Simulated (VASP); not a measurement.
# WC (Fm-3m) in VASP: further runs

WC is run at these levels: PBEsol+D4; tasks: single point.

All numbers are computed with VASP 6.6.1; they aren't measurements. Logs are shortened: lines on timing, memory, paths and dates and some standing lists are left out, and cuts for length are marked.

## (1) The cell of the first run

Symmetry: Fm-3m, No. 225, cubic system. The conventional cell has a = 4.385 Å, b = 4.385 Å, c = 4.385 Å, α = 90.00°, β = 90.00°, γ = 90.00°. W (site symmetry m-3m) has 6 C at 2.19 Å within 2.9 Å. C (site symmetry m-3m) has 6 W at 2.19 Å within 2.9 Å.

## (2) Single point, PBEsol+D4

Contents of INCAR:

```
PREC = Accurate
ENCUT = 600
EDIFF = 1E-6
ISMEAR = -1
SIGMA = 0.5
LREAL = False
LASPH = True
NELM = 120
ALGO = Normal
ISIF = 2
LWAVE = False
LCHARG = True
GGA = PS
IVDW = 13
LELF = True
LVHAR = True
NBANDS = 16
GGA_COMPAT = False
```

Contents of KPOINTS:

```
Automatic mesh
0
Gamma
  9 9 9
```

Contents of POSCAR:

```
WC
1.0
    0.0000000000      2.1926840000      2.1926840000
    2.1926840000      0.0000000000      2.1926840000
    2.1926840000      2.1926840000      0.0000000000
W C
1 1
Direct
    0.0000000000      0.0000000000      0.0000000000
    0.5000000000      0.5000000000      0.5000000000
```

Potentials or basis: VASP PAW PBE potentials, release 64 (W_sv, C).

Launch:

```
$ cat potpaw_PBE.64/W_sv/POTCAR potpaw_PBE.64/C/POTCAR > POTCAR
$ mpirun -np 1 vasp_std > vasp.out
```

OUTCAR:

```text
PREC = Accurate
   ENCUT = 600
   EDIFF = 1E-6
   ISMEAR = -1
   LREAL = False
   LASPH = True
   NELM = 120
   ISIF = 2
   GGA = PS
   IVDW = 13

 ion  position               nearest neighbor table
   1  0.000  0.000  0.000-   2 2.19   2 2.19   2 2.19   2 2.19   2 2.19   2 2.19
   2  0.500  0.500  0.500-   1 2.19   1 2.19   1 2.19   1 2.19   1 2.19   1 2.19

  LATTYP: Found a face centered cubic cell.
 ALAT       =     4.3853680000

  Lattice vectors:

 A1 = (   0.0000000000,   2.1926840000,   2.1926840000)
 A2 = (   2.1926840000,   0.0000000000,   2.1926840000)
 A3 = (   2.1926840000,   2.1926840000,   0.0000000000)

Analysis of symmetry for initial positions (statically):
=====================================================================
 Subroutine PRICEL returns:
 Original cell was already a primitive cell.

 Routine SETGRP: Setting up the symmetry group for a
 face centered cubic supercell.

 Subroutine GETGRP returns: Found 48 space group operations
 (whereof 48 operations were pure point group operations)
 out of a pool of 48 trial point group operations.

The static configuration has the point symmetry O_h .

Analysis of symmetry for dynamics (positions and initial velocities):
=====================================================================
 Subroutine PRICEL returns:
 Original cell was already a primitive cell.

 Routine SETGRP: Setting up the symmetry group for a
 face centered cubic supercell.

 Subroutine GETGRP returns: Found 48 space group operations
 (whereof 48 operations were pure point group operations)
 out of a pool of 48 trial point group operations.

The dynamic configuration has the point symmetry O_h .

 Subroutine INISYM returns: Found 48 space group operations
 (whereof 48 operations are pure point group operations),
 and found     1 'primitive' translations

----------------------------------------------------------------------------------------

                                     Primitive cell

  volume of cell :      21.0842

  direct lattice vectors                    reciprocal lattice vectors
     0.000000000  2.192684000  2.192684000    -0.228031034  0.228031034  0.228031034
     2.192684000  0.000000000  2.192684000     0.228031034 -0.228031034  0.228031034
     2.192684000  2.192684000  0.000000000     0.228031034  0.228031034 -0.228031034

  length of vectors
     3.100923451  3.100923451  3.100923451     0.394961337  0.394961337  0.394961337

  position of ions in fractional coordinates (direct lattice)
     0.000000000  0.000000000  0.000000000
     0.500000000  0.500000000  0.500000000

[... 77 lines left out ...]
   LREAL  =      F    real-space projection
   EDIFFG = 0.1E-04   stopping-criterion for IOM
   NSW    =      0    number of steps for IOM
   IBRION =     -1    ionic relax: 0-MD 1-quasi-New 2-CG
   NFREE  =      0    steps in history (QN), initial steepest desc. (CG)
   ISIF   =      2    stress and relaxation
   ISYM   =      2    0-nonsym 1-usesym 2-fastsym
   POTIM  = 0.5000    time-step for ionic-motion
   TEBEG  =    0.0;   TEEND  =   0.0 temperature during run
   PSTRESS=    0.0 pullay stress
   NELECT =      18.0000    total number of electrons
   NUPDOWN=      -1.0000    fix difference up-down
   EMIN   =  10.00;   EMAX   =-10.00  energy-range for DOS
   EFERMI =   0.00;   METHOD = LEGACY
   ISMEAR =    -1;   SIGMA  =   0.50  broadening in eV -4-tet -1-fermi 0-gaus
   EFERMI_NEDOS =   21; number of points for ismear=-14 and -15
   IALGO  =     38    algorithm
   IMIX   =      4    mixing-type and parameters
     AMIX     =   0.40;   BMIX     =  1.00
     AMIX_MAG =   1.60;   BMIX_MAG =  1.00
  volume/ion in A,a.u.               =      10.54        71.14
  Fermi-wavevector in a.u.,A,eV,Ry     =   1.553029  2.934800 32.815887  2.411900
  Thomas-Fermi vector in A             =   2.657319
   LORBIT       =      0    0 simple, 1 ext, 2 COOP (PROOUT), +10 PAW based schemes
   GGA     = PS    functional components
   LHFCALC =     F    Hartree Fock is set to
   AEXX    =    0.0000 exact exchange contribution
   IVDW    =    13    specifies the selected vdW correction
   LEPSILON=     F    determine dielectric tensor
   LRPA    =     F    only Hartree local field effects (RPA)
 non-spin polarized calculation
  energy-cutoff  :      600.00
  volume of cell :       21.08
 maximum number of plane-waves:       725
 NGX is ok and might be reduce to    28
   NGX = 13   NGY = 13   NGZ = 13

 number of electron      18.0000001 magnetization

 Free energy of the ion-electron system (eV)
  ---------------------------------------------------
  ext. energy  EPLUGINS =         0.00000000
  ---------------------------------------------------
  free energy    TOTEN  =       -23.40699661 eV

  energy without entropy =      -22.55690806  energy(sigma->0) =      -22.98195233

 E-fermi :  12.1103     XC(G=0): -13.8372

 val. band max:       12.0938979288   @ k =  -0.3333   0.3333   0.1111
 cond. band min:      12.1114543545   @ k =  -0.4444   0.2222   0.1111
 fundamental gap:      0.0175564257
 Fermi energy:        12.1103122769

 k-point     1 :       0.0000    0.0000    0.0000
  band No.  band energies     occupation
      1     -63.0486      2.00000
      2     -27.0554      2.00000
      3     -27.0554      2.00000
      4     -27.0554      2.00000
      5      -3.5320      2.00000
      6       9.5143      1.98894
[... 433 lines left out ...]
      3     -27.2600      2.00000
      4     -27.2600      2.00000
      5      -1.2552      2.00000
      6       6.3713      1.99998
[... 8 lines left out ...]
     15      24.1842      0.00000
     16      29.6636      0.00000

 [... further k-points ...]

------------------------ aborting loop because EDIFF is reached ----------------------------------------

  DFT-D4 for vdW energy calculation

  Edisp (eV):   -0.55824

  FORCE on cell =-STRESS in cart. coord.  units (eV):
  Direction    XX          YY          ZZ          XY          YZ          ZX
  --------------------------------------------------------------------------------------
  -------------------------------------------------------------------------------------
  Total      -1.09277    -1.09277    -1.09277     0.00000     0.00000     0.00000
  in kB     -83.03918   -83.03918   -83.03918     0.00000     0.00000     0.00000
  external pressure =      -83.04 kB  Pullay stress =        0.00 kB

 VOLUME and BASIS-vectors are now :
 -----------------------------------------------------------------------------
  energy-cutoff  :      600.00
  volume of cell :       21.08
      direct lattice vectors                 reciprocal lattice vectors
     0.000000000  2.192684000  2.192684000    -0.228031034  0.228031034  0.228031034
     2.192684000  0.000000000  2.192684000     0.228031034 -0.228031034  0.228031034
     2.192684000  2.192684000  0.000000000     0.228031034  0.228031034 -0.228031034

 POSITION                                       TOTAL-FORCE (eV/Angst)
 -----------------------------------------------------------------------------------
      0.00000      0.00000      0.00000         0.000000     -0.000000      0.000000
      2.19268      2.19268      2.19268        -0.000000      0.000000     -0.000000
 -----------------------------------------------------------------------------------
    total drift:                               -0.000000      0.000000      0.000000

  FREE ENERGIE OF THE ION-ELECTRON SYSTEM (eV)
  ---------------------------------------------------
  free  energy   TOTEN  =       -23.9652384154 eV

  energy  without entropy=      -23.1151498678  energy(sigma->0) =      -23.54019414
```

Run time: 17 s. Hardware: 1 thread of Intel Xeon Platinum 8375C at 2.90GHz (Ice Lake), shared host; peak memory 0.17 GiB.

Results:

```
Free energy                : -23.9652 eV
Pressure                   : -8.3 GPa
Band gap on the k mesh     : zero (bands 9 and 10 overlap by 3.01 eV)
Dispersion energy per atom : -0.279 eV
```

Caveat: the cell stands under tension; so wide a smearing shifts energies and pressures; the PAW data sets were made with another functional, which shifts forces and pressure a little; spin-orbit coupling is left out, which moves the levels of the heavy elements.

## (3) Single point, PBEsol+D4

Contents of INCAR:

```
SYSTEM = WC
  ALGO = Normal
  EDIFF = 1E-6
  ENCUT = 600
  GGA = PS
  GGA_COMPAT = .FALSE.
  ISIF = 2
  ISMEAR = -1
  IVDW = 13
  LASPH = .TRUE.
  LCHARG = .TRUE.
  LELF = .TRUE.
  LREAL = .FALSE.
  LVHAR = .TRUE.
  LWAVE = .FALSE.
  NBANDS = 16
  NELM = 120
  PREC = Accurate
  SIGMA = 0.3
```

Contents of KPOINTS:

```
k-points
0
G
  9 9 9
  0 0 0
```

POSCAR is that of step 2.

Potentials or basis: VASP PAW PBE potentials, release 64 (W_sv, C).

Launch:

```
$ cat potpaw_PBE.64/W_sv/POTCAR potpaw_PBE.64/C/POTCAR > POTCAR
$ mpirun -np 1 vasp_std > vasp.out
```

Run time: 18 s. Hardware: 1 thread of Intel Xeon Platinum 8375C at 2.90GHz (Ice Lake), shared host; peak memory 0.17 GiB.

The run converged. Its results:

```
Free energy                : -23.6910 eV
Pressure                   : -11.3 GPa
Band gap on the k mesh     : zero (bands 9 and 10 overlap by 3.00 eV)
Dispersion energy per atom : -0.279 eV
```

Levels at points of the mesh, in eV from the Fermi level:
```
           k point  band 7  band 8  band 9  band 10  band 11  band 12
(0.00, 0.00, 0.00)   -2.68   -2.68   -0.96    -0.96    -0.96    -0.89
```

Caveat: the cell stands under tension; so wide a smearing shifts energies and pressures; the PAW data sets were made with another functional, which shifts forces and pressure a little; spin-orbit coupling is left out, which moves the levels of the heavy elements.

## (4) Single point, PBEsol+D4

Contents of INCAR:

```
SYSTEM = WC
  PREC = Accurate
  ENCUT = 600
  EDIFF = 1E-6
  ISMEAR = -1
  SIGMA = 0.2
  LREAL = .FALSE.
  LASPH = .TRUE.
  NELM = 120
  ALGO = Normal
  ISIF = 2
  LWAVE = .FALSE.
  LCHARG = .FALSE.
  GGA = PS
  IVDW = 13
  NBANDS = 16
  GGA_COMPAT = .FALSE.
```

Contents of KPOINTS:

```
regular mesh
0
G
  9 9 9
  0 0 0
```

POSCAR is that of step 3.

Launch:

```
$ cat potpaw_PBE.64/W_sv/POTCAR potpaw_PBE.64/C/POTCAR > POTCAR
$ mpirun -np 1 vasp_std > vasp.out
```

Wall time 17 s (1 thread of Intel Xeon Platinum 8375C at 2.90GHz (Ice Lake), shared host); peak memory 0.17 GiB.

It converged, with:

| Property | Result |
| --- | --- |
| Free energy | -23.6034 eV |
| Pressure | -12.2 GPa |
| Band gap on the k mesh | zero (bands 9 and 10 overlap by 3.00 eV) |
| Dispersion energy per atom | -0.279 eV |

Levels at points of the mesh, in eV from the Fermi level:
| k point | band 7 | band 8 | band 9 | band 10 | band 11 | band 12 |
| --- | --- | --- | --- | --- | --- | --- |
| (0.00, 0.00, 0.00) | -2.70 | -2.70 | -0.97 | -0.97 | -0.97 | -0.91 |

Caveat: the cell stands under tension; the PAW data sets were made with another functional, which shifts forces and pressure a little; spin-orbit coupling is left out, which moves the levels of the heavy elements.

## (5) Single point, PBEsol+D4

Contents of INCAR:

```
  ALGO = Normal
  EDIFF = 1E-6
  ENCUT = 600
  GGA = PS
  GGA_COMPAT = F
  ISIF = 2
  ISMEAR = -1
  IVDW = 13
  LASPH = T
  LCHARG = F
  LREAL = F
  LWAVE = F
  NBANDS = 16
  NELM = 120
  PREC = Accurate
  SIGMA = 0.1
```

Contents of KPOINTS:

```
k-points
0
Gamma
  9 9 9
```

POSCAR is that of step 4.

Launch:

```
$ cat potpaw_PBE.64/W_sv/POTCAR potpaw_PBE.64/C/POTCAR > POTCAR
$ mpirun -np 1 vasp_std > vasp.out
```

Run time: 17 s. Hardware: 1 thread of Intel Xeon Platinum 8375C at 2.90GHz (Ice Lake), shared host; peak memory 0.17 GiB.

The run converged. Its results:

| Item | Value |
| --- | --- |
| Free energy | -23.5465 eV |
| Pressure | -12.6 GPa |
| Band gap on the k mesh | zero (bands 9 and 10 overlap by 3.00 eV) |
| Dispersion energy per atom | -0.279 eV |

Levels at points of the mesh, in eV from the Fermi level:
```csv
k point,band 5,band 6,band 7,band 8,band 9,band 10,band 11,band 12,band 13,band 14
"(0.00, 0.00, 0.00)",-15.70,-2.68,-2.68,-2.68,-0.96,-0.96,-0.96,-0.90,-0.90,6.60
```

Caveat: the cell stands under tension; the PAW data sets were made with another functional, which shifts forces and pressure a little; spin-orbit coupling is left out, which moves the levels of the heavy elements.

## (6) Overview

```csv
smearing,gap on the mesh (eV),pressure (GPa)
fermi-dirac 0.5 eV,none,-8.3
fermi-dirac 0.3 eV,none,-11.3
fermi-dirac 0.2 eV,none,-12.2
fermi-dirac 0.1 eV,none,-12.6
```

Alike in all rows: task single point; level PBEsol+D4; potentials or basis VASP PAW PBE potentials, release 64 (W_sv, C); no spin polarisation; cell as given; k mesh 9 × 9 × 9; cutoff (eV) 600.

Caveats: the cell stands under tension; the PAW data sets were made with another functional, which shifts forces and pressure a little; spin-orbit coupling is left out, which moves the levels of the heavy elements; so wide a smearing shifts energies and pressures (at least some runs).

Absolute energies hang on the potentials; compare differences alone.
